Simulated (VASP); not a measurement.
# WSe2 (P6_3/mmc) in VASP: vibrations by perturbation theory with PBE

Aim: the vibrations by perturbation theory of WSe2 with PBE.

Everything below comes from runs of VASP 6.6.1. Logs are shortened: lines on timing, memory, paths and dates and some standing lists are left out, and cuts for length are marked.

**1. The cell of the first run**

The structure is hexagonal, space group P6_3/mmc (No. 194). The conventional cell has a = 3.320 Å, b = 3.320 Å, c = 13.737 Å, α = 90.00°, β = 90.00°, γ = 120.00°. Within 3.4 Å of W (site symmetry -6m2) lie 6 Se at 2.54 Å and 6 W at 3.32 Å. Se (site symmetry 3m) has 3 W at 2.54 Å and 7 Se at 3.32 Å within 3.4 Å.

**2. Vibrations by perturbation theory, PBE**

Contents of INCAR:

```
SYSTEM = WSe2
ALGO = Normal
EDIFF = 1E-8
ENCUT = 520
GGA = PE
IBRION = 8
ISIF = 2
ISMEAR = 0
KPAR = 4
LASPH = .True.
LCHARG = .True.
LEPSILON = .True.
LREAL = .False.
LWAVE = .False.
NELM = 60
NSW = 1
PREC = Accurate
SIGMA = 0.01
```

Contents of KPOINTS:

```
k-points
0
Gamma
  8 8 2
  0 0 0
```

Contents of POSCAR:

```
WSe2
1.0
    3.3199330000      0.0000000000      0.0000000000
   -1.6599660000      2.8751460000      0.0000000000
    0.0000000000      0.0000000000     13.7371870000
W Se
2 4
Direct
    0.6666670000      0.3333330000      0.7500000000
    0.3333330000      0.6666670000      0.2500000000
    0.3333330000      0.6666670000      0.8710010000
    0.6666670000      0.3333330000      0.3710010000
    0.3333330000      0.6666670000      0.6289990000
    0.6666670000      0.3333330000      0.1289990000
```

Potentials or basis: VASP PAW PBE potentials, release 64 (W_sv, Se).

The run is started by

```
> cat potpaw_PBE.64/W_sv/POTCAR potpaw_PBE.64/Se/POTCAR > POTCAR
> mpirun -np 4 vasp_std > vasp.out
```

OUTCAR:

```text
SYSTEM = WSe2
   EDIFF = 1E-8
   ENCUT = 520
   GGA = PE
   IBRION = 8
   ISIF = 2
   ISMEAR = 0
   LASPH = .True.
   LEPSILON = .True.
   LREAL = .False.
   NELM = 60
   NSW = 1
   PREC = Accurate

 ion  position               nearest neighbor table
   1  0.667  0.333  0.750-   3 2.54   5 2.54   3 2.54   5 2.54   3 2.54   5 2.54
   2  0.333  0.667  0.250-   4 2.54   6 2.54   4 2.54   6 2.54   4 2.54   6 2.54
   3  0.333  0.667  0.871-   1 2.54   1 2.54   1 2.54
   4  0.667  0.333  0.371-   2 2.54   2 2.54   2 2.54
   5  0.333  0.667  0.629-   1 2.54   1 2.54   1 2.54
   6  0.667  0.333  0.129-   2 2.54   2 2.54   2 2.54

  LATTYP: Found a hexagonal cell.
 ALAT       =     3.3199330000
 C/A-ratio  =     4.1377904313

  Lattice vectors:

 A1 = (   3.3199330000,   0.0000000000,   0.0000000000)
 A2 = (  -1.6599660000,   2.8751460000,   0.0000000000)
 A3 = (   0.0000000000,   0.0000000000,  13.7371870000)

Analysis of symmetry for initial positions (statically):
=====================================================================
 Subroutine PRICEL returns:
 Original cell was already a primitive cell.

 Routine SETGRP: Setting up the symmetry group for a
 hexagonal supercell.

 Subroutine GETGRP returns: Found 24 space group operations
 (whereof 12 operations were pure point group operations)
 out of a pool of 24 trial point group operations.

The static configuration has the point symmetry D_3d.
 The point group associated with its full space group is D_6h.

Analysis of symmetry for dynamics (positions and initial velocities):
=====================================================================
 Subroutine PRICEL returns:
 Original cell was already a primitive cell.

 Routine SETGRP: Setting up the symmetry group for a
 hexagonal supercell.

 Subroutine GETGRP returns: Found 24 space group operations
 (whereof 12 operations were pure point group operations)
 out of a pool of 24 trial point group operations.

The dynamic configuration has the point symmetry D_3d.
 The point group associated with its full space group is D_6h.

 Subroutine INISYM returns: Found 24 space group operations
 (whereof 12 operations are pure point group operations),
 and found     1 'primitive' translations

----------------------------------------------------------------------------------------

                                     Primitive cell

  volume of cell :     131.1255
[... 926 lines left out ...]
  --------------------------------------------------------------------------------
  x     0.00000     0.00000     0.00000     0.00000     0.00000     0.00000
  y     0.00000     0.00000     0.00000     0.00000     0.00000     0.00000
  z     0.00000     0.00000     0.00000     0.00000     0.00000     0.00000

 PIEZOELECTRIC TENSOR (including local field effects)  for field in x, y, z        (C/m^2)
          XX          YY          ZZ          XY          YZ          ZX
  --------------------------------------------------------------------------------
  x     0.00000     0.00000     0.00000     0.00000     0.00000     0.00000
  y     0.00000     0.00000     0.00000     0.00000     0.00000     0.00000
  z     0.00000     0.00000     0.00000     0.00000     0.00000     0.00000

 BORN EFFECTIVE CHARGES (including local field effects) (in |e|, cummulative output)
 ---------------------------------------------------------------------------------
 ion    1
    1    -1.20496    -0.00000    -0.00000
    2    -0.00000    -1.20496    -0.00000
    3     0.00000     0.00000    -0.57104
 ion    2
    1    -1.20496    -0.00000    -0.00000
    2    -0.00000    -1.20496    -0.00000
    3     0.00000     0.00000    -0.57104
 ion    3
    1     0.60248     0.00000     0.00000
    2     0.00000     0.60248     0.00000
    3     0.00000    -0.00000     0.28552
 ion    4
    1     0.60248     0.00000    -0.00000
    2     0.00000     0.60248    -0.00000
    3     0.00000     0.00000     0.28552
 ion    5
    1     0.60248     0.00000    -0.00000
    2     0.00000     0.60248    -0.00000
    3     0.00000     0.00000     0.28552
 ion    6
    1     0.60248     0.00000     0.00000
    2     0.00000     0.60248     0.00000
    3    -0.00000    -0.00000     0.28552

 INTERNAL STRAIN TENSOR FOR ION    6 for displacements in x,y,z  (eV/Angst):
          X           Y           Z          XY          YZ          ZX
  --------------------------------------------------------------------------------
  x     0.00000    -0.00000    -0.00000     3.67466     0.00000    13.44737
  y     3.67466    -3.67466     0.00000    -0.00000    14.23980     0.00000
  z    10.98401    10.98401    28.77401     0.00000    -0.00000    -0.00000

 SECOND DERIVATIVES (NOT SYMMETRIZED)
 ------------------------------------
               1X          1Y          1Z          2X          2Y          2Z          3X          3Y          3Z          4X          4Y          4Z          5X          5Y          5Z          6X          6Y          6Z
  1X   -18.476373   -0.000003    0.000000    0.014399    0.000000    0.000000    9.233389    0.000002   -0.000000   -0.002402   -0.000000   -0.000000    9.233389    0.000002    0.000000   -0.002402   -0.000000    0.000000
  1Y    -0.000003  -18.476369    0.000000    0.000000    0.014399    0.000000    0.000002    9.233387    0.000000   -0.000000   -0.002402   -0.000000    0.000002    9.233387   -0.000000   -0.000000   -0.002402    0.000000
  1Z     0.000000    0.000000  -28.908358    0.000000    0.000000    0.068387    0.000000    0.000000   14.451692   -0.000000   -0.000000   -0.031707   -0.000000   -0.000000   14.451692    0.000000    0.000000   -0.031707
  2X     0.014399    0.000000    0.000000  -18.476373   -0.000003    0.000000   -0.002402   -0.000000    0.000000    9.233389    0.000002    0.000000   -0.002402   -0.000000   -0.000000    9.233389    0.000002   -0.000000
  2Y     0.000000    0.014399    0.000000   -0.000003  -18.476369    0.000000   -0.000000   -0.002402    0.000000    0.000002    9.233387   -0.000000   -0.000000   -0.002402   -0.000000    0.000002    9.233387    0.000000
  2Z     0.000000    0.000000    0.068387    0.000000    0.000000  -28.908358    0.000000    0.000000   -0.031707   -0.000000   -0.000000   14.451692   -0.000000   -0.000000   -0.031707    0.000000    0.000000   14.451692
  3X     9.213262    0.000002    0.000000    0.016260    0.000000    0.000000   -8.936702   -0.000002    0.000000   -0.000270   -0.000000    0.000000   -0.322488   -0.000000    0.000000    0.029939    0.000000    0.000000
  3Y     0.000002    9.213260    0.000000    0.000000    0.016260   -0.000000   -0.000002   -8.936700    0.000000   -0.000000   -0.000270    0.000000   -0.000000   -0.322488   -0.000000    0.000000    0.029939    0.000000
  3Z     0.000000    0.000000   14.408449    0.000000    0.000000    0.010073    0.000000    0.000000  -16.217869    0.000000    0.000000    0.045233    0.000000    0.000000    1.667731   -0.000000    0.000000    0.086382
  4X     0.016260    0.000000    0.000000    9.213262    0.000002   -0.000000   -0.000270   -0.000000    0.000000   -8.936702   -0.000002   -0.000000    0.029939    0.000000   -0.000000   -0.322488   -0.000000   -0.000000
  4Y     0.000000    0.016260    0.000000    0.000002    9.213260   -0.000000   -0.000000   -0.000270    0.000000   -0.000002   -8.936700   -0.000000    0.000000    0.029939   -0.000000   -0.000000   -0.322488    0.000000
  4Z     0.000000    0.000000    0.010073   -0.000000    0.000000   14.408449   -0.000000    0.000000    0.045233    0.000000    0.000000  -16.217869    0.000000    0.000000    0.086382   -0.000000    0.000000    1.667731
  5X     9.213262    0.000002   -0.000000    0.016260    0.000000    0.000000   -0.322488   -0.000000   -0.000000    0.029939    0.000000   -0.000000   -8.936702   -0.000002   -0.000000   -0.000270   -0.000000    0.000000
  5Y     0.000002    9.213260   -0.000000    0.000000    0.016260    0.000000   -0.000000   -0.322488    0.000000    0.000000    0.029939   -0.000000   -0.000002   -8.936700   -0.000000   -0.000000   -0.000270    0.000000
  5Z    -0.000000    0.000000   14.408449    0.000000    0.000000    0.010073   -0.000000    0.000000    1.667731    0.000000    0.000000    0.086382    0.000000    0.000000  -16.217869   -0.000000    0.000000    0.045233
  6X     0.016260    0.000000    0.000000    9.213262    0.000002    0.000000    0.029939    0.000000    0.000000   -0.322488   -0.000000    0.000000   -0.000270   -0.000000    0.000000   -8.936702   -0.000002    0.000000
  6Y     0.000000    0.016260   -0.000000    0.000002    9.213260    0.000000    0.000000    0.029939    0.000000   -0.000000   -0.322488   -0.000000   -0.000000   -0.000270    0.000000   -0.000002   -8.936700    0.000000
  6Z     0.000000    0.000000    0.010073    0.000000    0.000000   14.408449   -0.000000    0.000000    0.086382    0.000000    0.000000    1.667731    0.000000    0.000000    0.045233    0.000000    0.000000  -16.217869

 Eigenvectors and eigenvalues of the dynamical matrix
 ----------------------------------------------------

   1 f  =    9.140700 THz    57.432712 2PiTHz  304.900930 cm-1    37.802880 meV
             X         Y         Z           dx          dy          dz
      1.659968  0.958381 10.302890    -0.000000   -0.000000    0.478729
     -0.000001  1.916765  3.434297    -0.000000    0.000000   -0.478729
     -0.000001  1.916765 11.965104     0.000000    0.000000   -0.367980
      1.659968  0.958381  5.096510     0.000000   -0.000000    0.367980
     -0.000001  1.916765  8.640677     0.000000    0.000000   -0.367980
      1.659968  0.958381  1.772083    -0.000000   -0.000000    0.367980
[... 145 lines left out ...]
  18 f/i=    0.000289 THz     0.001813 2PiTHz    0.009625 cm-1     0.001193 meV
             X         Y         Z           dx          dy          dz
      1.659968  0.958381 10.302890     0.474665    0.208904    0.000000
     -0.000001  1.916765  3.434297     0.474665    0.208904    0.000000
     -0.000001  1.916765 11.965104     0.311095    0.136916    0.000000
      1.659968  0.958381  5.096510     0.311095    0.136916    0.000000
     -0.000001  1.916765  8.640677     0.311095    0.136916    0.000000
      1.659968  0.958381  1.772083     0.311095    0.136916    0.000000

--------------------------------------------------------------------------------------------------------

 MACROSCOPIC STATIC DIELECTRIC TENSOR IONIC CONTRIBUTION
 ------------------------------------------------------
           0.217069     0.000000    -0.000000
           0.000000     0.217069     0.000000
          -0.000000     0.000000     0.031208
 ------------------------------------------------------

 ELASTIC MODULI CONTR FROM IONIC RELAXATION (kBar)
 Direction    XX          YY          ZZ          XY          YZ          ZX
 --------------------------------------------------------------------------------
 XX        -425.1620   -232.6988   -861.6750     -0.0001      0.0000      0.0000
 YY        -232.6988   -425.1618   -861.6748     -0.0001     -0.0000     -0.0000
 ZZ        -861.6750   -861.6748  -2257.2669     -0.0001      0.0000      0.0000
 XY          -0.0001     -0.0001     -0.0001    -96.2316      0.0000     -0.0000
 YZ           0.0000      0.0000      0.0000     -0.0000  -1146.4502     -0.0002
 ZX           0.0000     -0.0000      0.0000      0.0000     -0.0002  -1022.4030
 --------------------------------------------------------------------------------

 PIEZOELECTRIC TENSOR IONIC CONTR  for field in x, y, z        (C/m^2)
          XX          YY          ZZ          XY          YZ          ZX
  --------------------------------------------------------------------------------
  x     0.00000    -0.00000    -0.00000    -0.00000    -0.00000    -0.00000
  y    -0.00000     0.00000    -0.00000    -0.00000     0.00000     0.00000
  z     0.00000     0.00000     0.00000     0.00000    -0.00000     0.00000
```

It took 21 min on 4 MPI ranks of Intel Xeon Platinum 8259CL at 2.50GHz (Skylake/Cascade Lake), shared host; peak memory 0.82 GiB.

What came out:

```yaml
Electronic_dielectric_tensor_diagonal: 14.44, 14.44, 5.55
Born_charges_mean_of_the_diagonal: W -0.99; Se +0.50 e
Highest_phonon_frequency_at_Γ_LO-TO_splitting_left_out: 305 cm⁻¹
```

Phonon frequencies in cm⁻¹ (negative: imaginary):
| q point | frequencies |
| --- | --- |
| (0.000, 0.000, 0.000) | 0 0 0 13 13 21 172 172 173 173 243 243 243 243 248 248 304 305 |

Electronic dielectric tensor:
```
14.44  0.00  0.00
 0.00 14.44  0.00
 0.00  0.00  5.55
```

Born effective charge tensors (e):
atom 1, W
```
-1.20  0.00  0.00
 0.00 -1.20  0.00
 0.00  0.00 -0.57
```
atom 2, W
```
-1.20  0.00  0.00
 0.00 -1.20  0.00
 0.00  0.00 -0.57
```
atom 3, Se
```
0.60 0.00 0.00
0.00 0.60 0.00
0.00 0.00 0.29
```
atom 4, Se
```
0.60 0.00 0.00
0.00 0.60 0.00
0.00 0.00 0.29
```
atom 5, Se
```
0.60 0.00 0.00
0.00 0.60 0.00
0.00 0.00 0.29
```
atom 6, Se
```
0.60 0.00 0.00
0.00 0.60 0.00
0.00 0.00 0.29
```

Caveat: the cell stands under pressure or tension, which shifts response properties; spin-orbit coupling is left out, which moves the levels of the heavy elements.
